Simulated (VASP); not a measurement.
# Ta2N (P-31m) in VASP: a series of runs

Runs on Ta2N. Level: LDA. Tasks: single point, relaxation of shape and atoms at fixed volume.

Everything below comes from runs of VASP 6.6.1. Logs are shortened: lines on timing, memory, paths and dates and some standing lists are left out, and cuts for length are marked.

### Step 1. The cell of the first run

Symmetry: P-31m, No. 162, trigonal system. The conventional cell has a = 5.061 Å, b = 5.061 Å, c = 4.744 Å, α = 90.00°, β = 90.00°, γ = 120.00°. Ta (site symmetry m) has 3 N at 2.05 to 2.07 Å within 2.7 Å. N (site symmetry 32) has 6 Ta at 2.07 Å within 2.7 Å. N (site symmetry -3m) has 6 Ta at 2.05 Å within 2.7 Å.

### Step 2. Single point, LDA (11.69 Å³/atom)

Contents of INCAR:

```
PREC = Accurate
ENCUT = 520
EDIFF = 1E-6
ISMEAR = 0
SIGMA = 0.1
LREAL = False
LASPH = True
NELM = 100
ALGO = Normal
ISIF = 2
LWAVE = False
LCHARG = False
NBANDS = 50
```

Contents of KPOINTS:

```
regular mesh
0
Gamma
  9 9 8
```

Contents of POSCAR:

```
Ta2N
1.0
    5.0605790925      0.0000000028      0.0000000000
   -2.5302895487      4.3825900506      0.0000000000
    0.0000000000      0.0000000000      4.7444173743
Ta N
6 3
Direct
    0.6659420466      0.6659420466      0.7539234899
    0.0000000000      0.3340579534      0.7539234899
    0.3340579534      0.0000000000      0.7539234899
    0.3340579534      0.3340579534      0.2460765101
    0.0000000000      0.6659420466      0.2460765101
    0.6659420466      0.0000000000      0.2460765101
    0.6666666667      0.3333333333      0.5000000000
    0.3333333333      0.6666666667      0.5000000000
    0.0000000000      0.0000000000      0.0000000000
```

Potentials or basis: VASP PAW LDA potentials, release 64 (Ta_pv, N).

Started as:

```
> cat potpaw_LDA.64/Ta_pv/POTCAR potpaw_LDA.64/N/POTCAR > POTCAR
> mpirun -np 1 vasp_std > vasp.out
```

OUTCAR:

```text
PREC = Accurate
   ENCUT = 520
   EDIFF = 1E-6
   ISMEAR = 0
   LREAL = False
   LASPH = True
   NELM = 100
   ISIF = 2

 ion  position               nearest neighbor table
   1  0.666  0.666  0.754-   9 2.05   8 2.07   7 2.07   4 2.88   5 2.88   6 2.88   2 2.92   2 2.92
                             3 2.92   3 2.92   3 2.93   2 2.93   4 2.94   5 2.94   6 2.94
   2  0.000  0.334  0.754-   9 2.05   7 2.07   8 2.07   5 2.88   4 2.88   6 2.88   1 2.92   3 2.92
                             1 2.92   3 2.92   3 2.93   1 2.93   5 2.94   4 2.94   6 2.94
   3  0.334  0.000  0.754-   9 2.05   8 2.07   7 2.07   6 2.88   5 2.88   4 2.88   2 2.92   1 2.92
                             2 2.92   1 2.92   1 2.93   2 2.93   6 2.94   5 2.94   4 2.94
   4  0.334  0.334  0.246-   9 2.05   7 2.07   8 2.07   1 2.88   2 2.88   3 2.88   5 2.92   5 2.92
                             6 2.92   6 2.92   6 2.93   5 2.93   1 2.94   2 2.94   3 2.94
   5  0.000  0.666  0.246-   9 2.05   8 2.07   7 2.07   2 2.88   1 2.88   3 2.88   4 2.92   6 2.92
                             4 2.92   6 2.92   6 2.93   4 2.93   2 2.94   1 2.94   3 2.94
   6  0.666  0.000  0.246-   9 2.05   7 2.07   8 2.07   3 2.88   2 2.88   1 2.88   5 2.92   4 2.92
                             5 2.92   4 2.92   4 2.93   5 2.93   3 2.94   2 2.94   1 2.94
   7  0.667  0.333  0.500-   2 2.07   6 2.07   5 2.07   3 2.07   4 2.07   1 2.07
   8  0.333  0.667  0.500-   5 2.07   3 2.07   2 2.07   6 2.07   1 2.07   4 2.07
   9  0.000  0.000  0.000-   3 2.05   6 2.05   1 2.05   4 2.05   2 2.05   5 2.05

  LATTYP: Found a hexagonal cell.
 ALAT       =     5.0605790925
 C/A-ratio  =     0.9375245970

  Lattice vectors:

 A1 = (   5.0605790925,   0.0000000028,   0.0000000000)
 A2 = (  -2.5302895487,   4.3825900506,   0.0000000000)
 A3 = (   0.0000000000,   0.0000000000,   4.7444173743)

Analysis of symmetry for initial positions (statically):
=====================================================================
 Subroutine PRICEL returns:
 Original cell was already a primitive cell.

 Routine SETGRP: Setting up the symmetry group for a
 hexagonal supercell.

 Subroutine GETGRP returns: Found 12 space group operations
 (whereof 12 operations were pure point group operations)
 out of a pool of 24 trial point group operations.

The static configuration has the point symmetry D_3d.

Analysis of symmetry for dynamics (positions and initial velocities):
=====================================================================
 Subroutine PRICEL returns:
 Original cell was already a primitive cell.

 Routine SETGRP: Setting up the symmetry group for a
 hexagonal supercell.

 Subroutine GETGRP returns: Found 12 space group operations
 (whereof 12 operations were pure point group operations)
 out of a pool of 24 trial point group operations.

The dynamic configuration has the point symmetry D_3d.

 Subroutine INISYM returns: Found 12 space group operations
 (whereof 12 operations are pure point group operations),
 and found     1 'primitive' translations

----------------------------------------------------------------------------------------

                                     Primitive cell

  volume of cell :     105.2238

  direct lattice vectors                    reciprocal lattice vectors
     5.060579093  0.000000003  0.000000000     0.197605843  0.114087787  0.000000000
    -2.530289549  4.382590051  0.000000000    -0.000000000  0.228175574  0.000000000
     0.000000000  0.000000000  4.744417374     0.000000000  0.000000000  0.210774036

  length of vectors
     5.060579093  5.060579093  4.744417374     0.228175574  0.228175574  0.210774036

  position of ions in fractional coordinates (direct lattice)
     0.665942047  0.665942047  0.753923490
     0.000000000  0.334057953  0.753923490
     0.334057953  0.000000000  0.753923490
     0.334057953  0.334057953  0.246076510
     0.000000000  0.665942047  0.246076510
     0.665942047  0.000000000  0.246076510
     0.666666667  0.333333333  0.500000000
     0.333333333  0.666666667  0.500000000
     0.000000000  0.000000000  0.000000000

  ion indices of the primitive-cell ions
   primitive index   ion index
                 1           1
                 2           2
                 3           3
                 4           4
                 5           5
                 6           6
                 7           7
                 8           8
                 9           9

----------------------------------------------------------------------------------------

 KPOINTS: regular mesh

Automatic generation of k-mesh.
 Grid dimensions read from file:
 generate k-points for:    9    9    8

 Generating k-lattice:

  Cartesian coordinates                     Fractional coordinates (reciprocal lattice)
     0.021956205  0.012676421  0.000000000     0.111111111 -0.000000000  0.000000000
    -0.000000000  0.025352842  0.000000000     0.000000000  0.111111111  0.000000000
     0.000000000  0.000000000  0.026346755     0.000000000  0.000000000  0.125000000

  Length of vectors
     0.025352842  0.025352842  0.026346755

  Shift w.r.t. Gamma in fractional coordinates (k-lattice)
     0.000000000  0.000000000  0.000000000

 Subroutine IBZKPT returns following result:
 ===========================================

 Found     81 irreducible k-points:

 Following reciprocal coordinates:
            Coordinates               Weight
  0.000000  0.000000  0.000000      1.000000
  0.111111 -0.000000  0.000000      6.000000
  0.222222 -0.000000  0.000000      6.000000
  0.333333 -0.000000  0.000000      6.000000
  0.444444 -0.000000  0.000000      6.000000
  0.111111  0.111111  0.000000      6.000000
[... 16 lines left out ...]
 -0.111111  0.444444  0.125000     12.000000
  0.444444  0.111111  0.125000      6.000000
 [... further k-points ...]
   k-points           NKPTS =     81   k-points in BZ     NKDIM =     81   number of bands    NBANDS=     50
   number of dos      NEDOS =    301   number of ions     NIONS =      9
   total plane-waves  NPLWV =  57600
   dimension x,y,z NGX =    40 NGY =   40 NGZ =   36
   dimension x,y,z NGXF=    80 NGYF=   80 NGZF=   72
   ions per type =               6   3
   NGX,Y,Z   is equivalent  to a cutoff of  13.14, 13.14, 12.61 a.u.
   NGXF,Y,Z  is equivalent  to a cutoff of  26.28, 26.28, 25.23 a.u.
 SYSTEM =  unknown system
   PREC   = accura    normal or accurate (medium, high low for compatibility)
   ISTART =      0    job   : 0-new  1-cont  2-samecut
   ICHARG =      2    charge: 1-file 2-atom 10-const
   ISPIN  =      1    spin polarized calculation?
   LNONCOLLINEAR =      F non collinear calculations
   LSORBIT =      F    spin-orbit coupling
   LASPH  =      T    aspherical Exc in radial PAW
   ENCUT  =  520.0 eV  38.22 Ry    6.18 a.u.   9.41  9.41  8.82*2*pi/ulx,y,z
   NELM   =    100;   NELMIN=  2; NELMDL= -5     # of ELM steps
   EDIFF  = 0.1E-05   stopping-criterion for ELM
   LREAL  =      F    real-space projection
   EDIFFG = 0.1E-04   stopping-criterion for IOM
   NSW    =      0    number of steps for IOM
   IBRION =     -1    ionic relax: 0-MD 1-quasi-New 2-CG
   NFREE  =      0    steps in history (QN), initial steepest desc. (CG)
   ISIF   =      2    stress and relaxation
   ISYM   =      2    0-nonsym 1-usesym 2-fastsym
   POTIM  = 0.5000    time-step for ionic-motion
   TEBEG  =    0.0;   TEEND  =   0.0 temperature during run
   PSTRESS=    0.0 pullay stress
   NELECT =      81.0000    total number of electrons
   NUPDOWN=      -1.0000    fix difference up-down
   EMIN   =  10.00;   EMAX   =-10.00  energy-range for DOS
   EFERMI =   0.00;   METHOD = LEGACY
   ISMEAR =     0;   SIGMA  =   0.10  broadening in eV -4-tet -1-fermi 0-gaus
   EFERMI_NEDOS =   21; number of points for ismear=-14 and -15
   IALGO  =     38    algorithm
   IMIX   =      4    mixing-type and parameters
     AMIX     =   0.40;   BMIX     =  1.00
     AMIX_MAG =   1.60;   BMIX_MAG =  1.00
  volume/ion in A,a.u.               =      11.69        78.90
  Fermi-wavevector in a.u.,A,eV,Ry     =   1.500371  2.835289 30.628234  2.251112
  Thomas-Fermi vector in A             =   2.611880
   LORBIT       =      0    0 simple, 1 ext, 2 COOP (PROOUT), +10 PAW based schemes
   GGA     = CA    functional components
   LHFCALC =     F    Hartree Fock is set to
   AEXX    =    0.0000 exact exchange contribution
   IVDW    =     0    specifies the selected vdW correction
   LEPSILON=     F    determine dielectric tensor
   LRPA    =     F    only Hartree local field effects (RPA)
 non-spin polarized calculation
 Gauss-broadening in eV      SIGMA  =   0.10
  energy-cutoff  :      520.00
  volume of cell :      105.22
 maximum number of plane-waves:      2864
 NGX is ok and might be reduce to    40
   NGX = 19   NGY = 19   NGZ = 17

 number of electron      81.0000004 magnetization

 Free energy of the ion-electron system (eV)
  ---------------------------------------------------
  ext. energy  EPLUGINS =         0.00000000
  ---------------------------------------------------
  free energy    TOTEN  =      -112.86309251 eV

  energy without entropy =     -112.84967668  energy(sigma->0) =     -112.85638460

 E-fermi :   8.7080     XC(G=0): -13.8524

 val. band max:        8.7006852368   @ k =   0.4444   0.1111   0.5000
 cond. band min:       8.7234278873   @ k =  -0.2222  -0.4444   0.1250
 fundamental gap:      0.0227426505
 Fermi energy:         8.7080278379

 k-point     1 :       0.0000    0.0000    0.0000
  band No.  band energies     occupation
      1     -27.0791      2.00000
      2     -26.5120      2.00000
      3     -26.2144      2.00000
      4     -26.2144      2.00000
      5     -26.1866      2.00000
      6     -26.1791      2.00000
[... 42 lines left out ...]
     49      12.5735      0.00000
     50      12.8522      0.00000

 k-point     2 :       0.1111   -0.0000    0.0000
  band No.  band energies     occupation
      1     -27.0608      2.00000
      2     -26.5320      2.00000
      3     -26.2864      2.00000
      4     -26.2758      2.00000
      5     -26.2085      2.00000
      6     -26.1469      2.00000
[... 1158 lines left out ...]
 k-point    24 :       0.4444    0.1111    0.1250
  band No.  band energies     occupation
      1     -26.8650      2.00000
      2     -26.5463      2.00000
      3     -26.4401      2.00000
      4     -26.3759      2.00000
      5     -26.2551      2.00000
      6     -26.1504      2.00000
[... 42 lines left out ...]
     49      12.1706      0.00000
     50      12.5438      0.00000

 [... further k-points ...]
[... 5 lines left out ...]
  --------------------------------------------------------------------------------------
  -------------------------------------------------------------------------------------
  Total       25.5187572     25.5187572     25.6307300     -0.0000000      0.0000000      0.0000000
  in kB      388.5582625    388.5582625    390.2632038     -0.0000000      0.0000000      0.0000000
  external PRESSURE =     389.1265762 kB  Pullay stress =       0.0000000 kB

 VOLUME and BASIS-vectors are now :
 -----------------------------------------------------------------------------
  energy-cutoff  :      520.00
  volume of cell :      105.22
      direct lattice vectors                 reciprocal lattice vectors
     5.060579093  0.000000003  0.000000000     0.197605843  0.114087787  0.000000000
    -2.530289549  4.382590051  0.000000000    -0.000000000  0.228175574  0.000000000
     0.000000000  0.000000000  4.744417374     0.000000000  0.000000000  0.210774036

 POSITION                                       TOTAL-FORCE (eV/Angst)
 -----------------------------------------------------------------------------------
      1.68503      2.91855      3.57693        -0.008044     -0.013932      0.025153
     -0.84526      1.46404      3.57693        -0.008044      0.013932      0.025153
      1.69053      0.00000      3.57693         0.016088      0.000000      0.025153
      0.84526      1.46404      1.16749         0.008044      0.013932     -0.025153
     -1.68503      2.91855      1.16749         0.008044     -0.013932     -0.025153
      3.37005      0.00000      1.16749        -0.016088     -0.000000     -0.025153
      2.53029      1.46086      2.37221         0.000000     -0.000000     -0.000000
     -0.00000      2.92173      2.37221         0.000000      0.000000     -0.000000
      0.00000      0.00000      0.00000         0.000000      0.000000     -0.000000
 -----------------------------------------------------------------------------------
    total drift:                                0.000000     -0.000000     -0.000000

  FREE ENERGIE OF THE ION-ELECTRON SYSTEM (eV)
  ---------------------------------------------------
  free  energy   TOTEN  =      -112.8630925068 eV

  energy  without entropy=     -112.8496766838  energy(sigma->0) =     -112.85638460
```

Run time: 7.9 min. Hardware: 1 thread of Intel Xeon 8259CL, shared host; peak memory 0.41 GiB.

Results:

| Item | Value |
| --- | --- |
| Free energy | -112.8631 eV |
| Pressure | 38.9 GPa |
| Largest force | 0.030 eV/Å |
| Band gap on the k mesh | zero (an odd number of electrons rules out a gap without spin polarisation) |

Forces in eV/Å, atoms in the order of the input:
```
Ta  -0.008 -0.014  0.025
Ta  -0.008  0.014  0.025
Ta   0.016  0.000  0.025
Ta   0.008  0.014 -0.025
Ta   0.008 -0.014 -0.025
Ta  -0.016  0.000 -0.025
N    0.000  0.000  0.000
N    0.000  0.000  0.000
N    0.000  0.000  0.000
```

Caveat: the cell stands under pressure; spin-orbit coupling is left out, which moves the levels of the heavy elements.

### Step 3. Single point, LDA (12.08 Å³/atom)

This run uses another cell than the first one, of 12.08 Å³/atom.

Contents of INCAR:

```
  PREC = Accurate
  ENCUT = 520
  EDIFF = 1E-6
  ISMEAR = 0
  SIGMA = 0.1
  LREAL = F
  LASPH = T
  NELM = 60
  ALGO = Normal
  ISIF = 2
  LWAVE = F
  LCHARG = F
  NBANDS = 50
```

Contents of KPOINTS:

```
Automatic mesh
0
Gamma
  9 9 8
```

Contents of POSCAR:

```
Ta2N
1.0
    5.1177508985      0.0000000029      0.0000000000
   -2.5588754517      4.4321022869      0.0000000000
    0.0000000000      0.0000000000      4.7919413758
Ta N
6 3
Direct
    0.6662571969      0.6662571969      0.7535129954
    0.0000000000      0.3337428031      0.7535129954
    0.3337428031      0.0000000000      0.7535129954
    0.3337428031      0.3337428031      0.2464870046
    0.0000000000      0.6662571969      0.2464870046
    0.6662571969      0.0000000000      0.2464870046
    0.6666666667      0.3333333333      0.5000000000
    0.3333333333      0.6666666667      0.5000000000
    0.0000000000      0.0000000000      0.0000000000
```

Potentials or basis: VASP PAW LDA potentials, release 64 (Ta_pv, N).

Started as:

```
> cat potpaw_LDA.64/Ta_pv/POTCAR potpaw_LDA.64/N/POTCAR > POTCAR
> mpirun -np 1 vasp_std > vasp.out
```

It took 9 min on 1 thread of Intel Xeon 8259CL, shared host; peak memory 0.42 GiB.

It converged, with:

* Free energy: -113.5472 eV
* Pressure: 24.5 GPa
* Largest force: 0.022 eV/Å
* Band gap on the k mesh: zero (an odd number of electrons rules out a gap without spin polarisation)

Forces on the atoms (eV/Å):
```
Ta  -0.006 -0.011  0.019
Ta  -0.006  0.011  0.019
Ta   0.012  0.000  0.019
Ta   0.006  0.011 -0.019
Ta   0.006 -0.011 -0.019
Ta  -0.012  0.000 -0.019
N    0.000  0.000  0.000
N    0.000  0.000  0.000
N    0.000  0.000  0.000
```

Levels at points of the mesh, in eV from the Fermi level:
```
           k point  band 38  band 39  band 40  band 41  band 42  band 43  band 44  band 45
(0.00, 0.00, 0.00)    -1.03    -0.58    -0.58    -0.45    -0.21    -0.21     0.74     0.74
(0.00, 0.00, 0.50)    -1.78    -1.51    -1.51    -1.10     0.68     0.68     0.85     2.26
```

Caveat: the cell stands under pressure; spin-orbit coupling is left out, which moves the levels of the heavy elements.

(Part 1 of 2 ends here.)

The gap in the log of VASP goes by the Fermi energy; the results here count the filled bands.